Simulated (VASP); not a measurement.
# Na4H in VASP: further runs

The runs below take Na4H through single point, with PBE.

Program: VASP 6.6.1. These are calculated values, not measurements. Logs are shortened: lines on timing, memory, paths and dates and some standing lists are left out, and cuts for length are marked.

### Step 1. The cell of the first run

The cell holds a slab with vacuum, 10 atoms: a = 7.267 Å, b = 7.267 Å, c = 20.967 Å, α = 90.00°, β = 90.00°, γ = 109.47°.

### Step 2. Single point, PBE

Input file INCAR:

```
SYSTEM = Na4H
PREC = Accurate
ENCUT = 520
EDIFF = 1E-6
ISMEAR = 0
SIGMA = 0.1
LREAL = .False.
LASPH = .True.
NELM = 60
ALGO = Normal
ISIF = 2
LWAVE = .False.
LCHARG = .True.
LDIPOL = .True.
IDIPOL = 3
DIPOL = 0.5 0.5 0.292
GGA = PE
LELF = .True.
LVHAR = .True.
LVACPOTAV = .True.
NBANDS = 40
```

Input file KPOINTS:

```
Automatic mesh
0
Gamma
  4 4 1
  0 0 0
```

Input file POSCAR:

```
Na4H
1.0
    7.2665057608      0.0000000000      0.0000000000
   -2.4221685869      6.8509273320      0.0000000000
    0.0000000000      0.0000000000     20.9665385532
Na H
8 2
Direct
    0.2500000000      0.2500000000      0.1907801800
    0.2500000000      0.7500000000      0.1907801800
    0.7500000000      0.2500000000      0.1907801800
    0.7500000000      0.7500000000      0.1907801800
    0.0000000000      0.0000000000      0.3322693699
    0.0000000000      0.5000000000      0.3322693699
    0.5000000000      0.0000000000      0.3322693699
    0.5000000000      0.5000000000      0.3322693699
   -0.1537878090      0.7500000000      0.4147817977
    0.1537878090      0.7500000000      0.4147817977
```

Potentials or basis: VASP PAW PBE potentials, release 64 (Na_pv, H).

The run is started by

```bash
cat potpaw_PBE.64/Na_pv/POTCAR potpaw_PBE.64/H/POTCAR > POTCAR
mpirun -np 1 vasp_std > vasp.out
```

OUTCAR:

```text
SYSTEM = Na4H
   PREC = Accurate
   ENCUT = 520
   EDIFF = 1E-6
   ISMEAR = 0
   LREAL = .False.
   LASPH = .True.
   NELM = 60
   ISIF = 2
   GGA = PE

 ion  position               nearest neighbor table
   1  0.250  0.250  0.191-
   2  0.250  0.750  0.191-
   3  0.750  0.250  0.191-
   4  0.750  0.750  0.191-
   5  0.000  0.000  0.332-
   6  0.000  0.500  0.332-
   7  0.500  0.000  0.332-
   8  0.500  0.500  0.332-
   9  0.846  0.750  0.415-
  10  0.154  0.750  0.415-

  LATTYP: Found a base centered orthorhombic cell.
 ALAT       =     8.3906381142
 B/A-ratio  =     1.4142135624
 C/A-ratio  =     2.4988014342

  Lattice vectors:

 A1 = (   7.2665057608,   0.0000000000,   0.0000000000)
 A2 = (  -2.4221685869,   6.8509273320,   0.0000000000)
 A3 = (   0.0000000000,   0.0000000000,  20.9665385532)

Analysis of symmetry for initial positions (statically):
=====================================================================
 Subroutine PRICEL returns:
 Original cell was already a primitive cell.

 Routine SETGRP: Setting up the symmetry group for a
 base centered orthorhombic supercell.

 Subroutine GETGRP returns: Found  2 space group operations
 (whereof  1 operations were pure point group operations)
 out of a pool of  8 trial point group operations.

The static configuration has the point symmetry C_1 .
 The point group associated with its full space group is C_2 .

Analysis of symmetry for dynamics (positions and initial velocities):
=====================================================================
 Subroutine PRICEL returns:
 Original cell was already a primitive cell.

 Routine SETGRP: Setting up the symmetry group for a
 base centered orthorhombic supercell.

 Subroutine GETGRP returns: Found  2 space group operations
 (whereof  1 operations were pure point group operations)
 out of a pool of  8 trial point group operations.

The dynamic configuration has the point symmetry C_1 .
 The point group associated with its full space group is C_2 .

 Subroutine INISYM returns: Found  2 space group operations
 (whereof  1 operations are pure point group operations),
 and found     1 'primitive' translations

----------------------------------------------------------------------------------------

                                     Primitive cell

  volume of cell :    1043.7626

  direct lattice vectors                    reciprocal lattice vectors
     7.266505761  0.000000000  0.000000000     0.137617726  0.048655214  0.000000000
    -2.422168587  6.850927332  0.000000000     0.000000000  0.145965641  0.000000000
     0.000000000  0.000000000 20.966538553     0.000000000  0.000000000  0.047695045

  length of vectors
     7.266505761  7.266505761 20.966538553     0.145965641  0.145965641  0.047695045

  position of ions in fractional coordinates (direct lattice)
     0.250000000  0.250000000  0.190780180
     0.250000000  0.750000000  0.190780180
     0.750000000  0.250000000  0.190780180
     0.750000000  0.750000000  0.190780180
     0.000000000  0.000000000  0.332269370
     0.000000000  0.500000000  0.332269370
     0.500000000  0.000000000  0.332269370
     0.500000000  0.500000000  0.332269370
     0.846212191  0.750000000  0.414781798
     0.153787809  0.750000000  0.414781798

  ion indices of the primitive-cell ions
   primitive index   ion index
                 1           1
                 2           2
                 3           3
                 4           4
                 5           5
                 6           6
                 7           7
                 8           8
                 9           9
                10          10

----------------------------------------------------------------------------------------

 KPOINTS: Automatic mesh

Automatic generation of k-mesh.
 Grid dimensions read from file:
 generate k-points for:    4    4    1

 Generating k-lattice:

  Cartesian coordinates                     Fractional coordinates (reciprocal lattice)
     0.034404432  0.012163803  0.000000000     0.250000000  0.000000000  0.000000000
     0.000000000  0.036491410  0.000000000     0.000000000  0.250000000  0.000000000
     0.000000000  0.000000000  0.047695045     0.000000000  0.000000000  1.000000000

  Length of vectors
     0.036491410  0.036491410  0.047695045

  Shift w.r.t. Gamma in fractional coordinates (k-lattice)
     0.000000000  0.000000000  0.000000000

 Subroutine IBZKPT returns following result:
 ===========================================

 Found     10 irreducible k-points:

 Following reciprocal coordinates:
            Coordinates               Weight
  0.000000  0.000000  0.000000      1.000000
  0.250000  0.000000  0.000000      2.000000
  0.000000  0.250000  0.000000      2.000000
  0.500000  0.000000  0.000000      1.000000
  0.000000  0.500000  0.000000      1.000000
  0.250000  0.250000  0.000000      2.000000
  0.500000  0.250000  0.000000      2.000000
  0.250000  0.500000  0.000000      2.000000
 -0.250000  0.250000  0.000000      2.000000
  0.500000  0.500000  0.000000      1.000000
   k-points           NKPTS =     10   k-points in BZ     NKDIM =     10   number of bands    NBANDS=     40
   number of dos      NEDOS =    301   number of ions     NIONS =     10
   total plane-waves  NPLWV = 466560
   dimension x,y,z NGX =    54 NGY =   54 NGZ =  160
   dimension x,y,z NGXF=   108 NGYF=  108 NGZF=  320
   ions per type =               8   2
   NGX,Y,Z   is equivalent  to a cutoff of  12.35, 12.35, 12.69 a.u.
   NGXF,Y,Z  is equivalent  to a cutoff of  24.71, 24.71, 25.37 a.u.
 SYSTEM =  Na4H
   PREC   = accura    normal or accurate (medium, high low for compatibility)
   ISTART =      0    job   : 0-new  1-cont  2-samecut
   ICHARG =      2    charge: 1-file 2-atom 10-const
   ISPIN  =      1    spin polarized calculation?
   LNONCOLLINEAR =      F non collinear calculations
   LSORBIT =      F    spin-orbit coupling
   LASPH  =      T    aspherical Exc in radial PAW
   ENCUT  =  520.0 eV  38.22 Ry    6.18 a.u.  13.51 13.51 38.98*2*pi/ulx,y,z
   NELM   =     60;   NELMIN=  2; NELMDL= -5     # of ELM steps
   EDIFF  = 0.1E-05   stopping-criterion for ELM
   LREAL  =      F    real-space projection
   EDIFFG = 0.1E-04   stopping-criterion for IOM
   NSW    =      0    number of steps for IOM
   IBRION =     -1    ionic relax: 0-MD 1-quasi-New 2-CG
   NFREE  =      0    steps in history (QN), initial steepest desc. (CG)
   ISIF   =      2    stress and relaxation
   ISYM   =      2    0-nonsym 1-usesym 2-fastsym
   POTIM  = 0.5000    time-step for ionic-motion
   TEBEG  =    0.0;   TEEND  =   0.0 temperature during run
   PSTRESS=    0.0 pullay stress
   NELECT =      58.0000    total number of electrons
   NUPDOWN=      -1.0000    fix difference up-down
   EMIN   =  10.00;   EMAX   =-10.00  energy-range for DOS
   EFERMI =   0.00;   METHOD = LEGACY
   ISMEAR =     0;   SIGMA  =   0.10  broadening in eV -4-tet -1-fermi 0-gaus
   EFERMI_NEDOS =   21; number of points for ismear=-14 and -15
   IALGO  =     38    algorithm
   IMIX   =      4    mixing-type and parameters
     AMIX     =   0.40;   BMIX     =  1.00
     AMIX_MAG =   1.60;   BMIX_MAG =  1.00
  volume/ion in A,a.u.               =     104.38       704.37
  Fermi-wavevector in a.u.,A,eV,Ry     =   0.624717  1.180545  5.309970  0.390272
  Thomas-Fermi vector in A             =   1.685372
   LORBIT       =      0    0 simple, 1 ext, 2 COOP (PROOUT), +10 PAW based schemes
   GGA     = PE    functional components
   LHFCALC =     F    Hartree Fock is set to
   AEXX    =    0.0000 exact exchange contribution
   IVDW    =     0    specifies the selected vdW correction
   LEPSILON=     F    determine dielectric tensor
   LRPA    =     F    only Hartree local field effects (RPA)
 non-spin polarized calculation
 Gauss-broadening in eV      SIGMA  =   0.10
  energy-cutoff  :      520.00
  volume of cell :     1043.76
 maximum number of plane-waves:     28122
   NGX = 27   NGY = 27   NGZ = 77

 number of electron      57.9999951 magnetization

 dipolmoment           0.000000      0.000000      0.461309 electrons x Angstroem

 Free energy of the ion-electron system (eV)
  ---------------------------------------------------
  ext. energy  EPLUGINS =         0.00000000
  ---------------------------------------------------
  free energy    TOTEN  =       -13.89181991 eV

  energy without entropy =      -13.87163669  energy(sigma->0) =      -13.88172830

 E-fermi :  -2.5395     XC(G=0):  -2.6071

 val. band max:       -2.6252262080   @ k =   0.2500   0.0000   0.0000
 cond. band min:      -2.4943203043   @ k =  -0.2500   0.2500   0.0000
 fundamental gap:      0.1309059036
 Fermi energy:        -2.5394547740

 k-point     1 :       0.0000    0.0000    0.0000
  band No.  band energies     occupation
      1     -27.7379      2.00000
      2     -27.7349      2.00000
      3     -27.7326      2.00000
      4     -27.7252      2.00000
      5     -27.7211      2.00000
      6     -27.7079      2.00000
[... 32 lines left out ...]
     39       0.0627      0.00000
     40       0.3545      0.00000

 k-point     2 :       0.2500    0.0000    0.0000
  band No.  band energies     occupation
      1     -27.7374      2.00000
      2     -27.7353      2.00000
      3     -27.7296      2.00000
      4     -27.7248      2.00000
      5     -27.7202      2.00000
      6     -27.7096      2.00000
[... 333 lines left out ...]
     39       0.8361      0.00000
     40       0.9501      0.00000

 k-point    10 :       0.5000    0.5000    0.0000
  band No.  band energies     occupation
      1     -27.7364      2.00000
      2     -27.7361      2.00000
      3     -27.7203      2.00000
      4     -27.7203      2.00000
      5     -27.7160      2.00000
      6     -27.7160      2.00000
[... 32 lines left out ...]
     39       0.9330      0.00000
     40       1.0052      0.00000

------------------------ aborting loop because EDIFF is reached ----------------------------------------

  FORCE on cell =-STRESS in cart. coord.  units (eV):
  Direction    XX          YY          ZZ          XY          YZ          ZX
  --------------------------------------------------------------------------------------
  -------------------------------------------------------------------------------------
  Total       -1.1314140     -2.5862304     -3.0371599     -0.3131005      0.0000000      0.0000000
  in kB       -1.7367224     -3.9698680     -4.6620456     -0.4806099      0.0000000      0.0000000
  external PRESSURE =      -3.4562120 kB  Pullay stress =       0.0000000 kB

 VOLUME and BASIS-vectors are now :
 -----------------------------------------------------------------------------
  energy-cutoff  :      520.00
  volume of cell :     1043.76
      direct lattice vectors                 reciprocal lattice vectors
     7.266505761  0.000000000  0.000000000     0.137617726  0.048655214  0.000000000
    -2.422168587  6.850927332  0.000000000     0.000000000  0.145965641  0.000000000
     0.000000000  0.000000000 20.966538553     0.000000000  0.000000000  0.047695045

 POSITION                                       TOTAL-FORCE (eV/Angst)
 -----------------------------------------------------------------------------------
      1.21108      1.71273      4.00000         0.013952      0.011072      0.051543
      0.00000      5.13820      4.00000         0.027513      0.003091     -0.043612
      4.84434      1.71273      4.00000        -0.013952     -0.011072      0.051543
      3.63325      5.13820      4.00000        -0.027513     -0.003091     -0.043612
      0.00000      0.00000      6.96654         0.088735     -0.427841      0.520327
     -1.21108      3.42546      6.96654        -0.088735      0.427841      0.520327
      3.63325      0.00000      6.96654        -0.115634     -0.241720      0.329433
      2.42217      3.42546      6.96654         0.115634      0.241720      0.329433
      4.33238      5.13820      8.69654        -0.235128     -0.054853     -0.857691
     -0.69913      5.13820      8.69654         0.235128      0.054853     -0.857691
 -----------------------------------------------------------------------------------
    total drift:                               -0.000000     -0.000000     -0.006537

  FREE ENERGIE OF THE ION-ELECTRON SYSTEM (eV)
  ---------------------------------------------------
  free  energy   TOTEN  =       -13.8918199092 eV

  energy  without entropy=      -13.8716366891  energy(sigma->0) =      -13.88172830

 vacuum level on the upper side and lower side of the slab         2.041         0.365
```

Wall time 10 min (1 thread of Intel Xeon Platinum 8488C (Sapphire Rapids), shared host); peak memory 1 GiB.

What came out:

```
Free energy            : -13.8918 eV
Largest force          : 0.891 eV/Å
Band gap on the k mesh : zero (bands 29 and 30 overlap by 0.78 eV)
```

Forces on the atoms (eV/Å):
```
Na   0.014  0.011  0.052
Na   0.028  0.003 -0.044
Na  -0.014 -0.011  0.052
Na  -0.028 -0.003 -0.044
Na   0.089 -0.428  0.520
Na  -0.089  0.428  0.520
Na  -0.116 -0.242  0.329
Na   0.116  0.242  0.329
H   -0.235 -0.055 -0.858
H    0.235  0.055 -0.858
```

(Part 1 of 2 ends here.)

The gap in the log of VASP goes by the Fermi energy; the results here count the filled bands.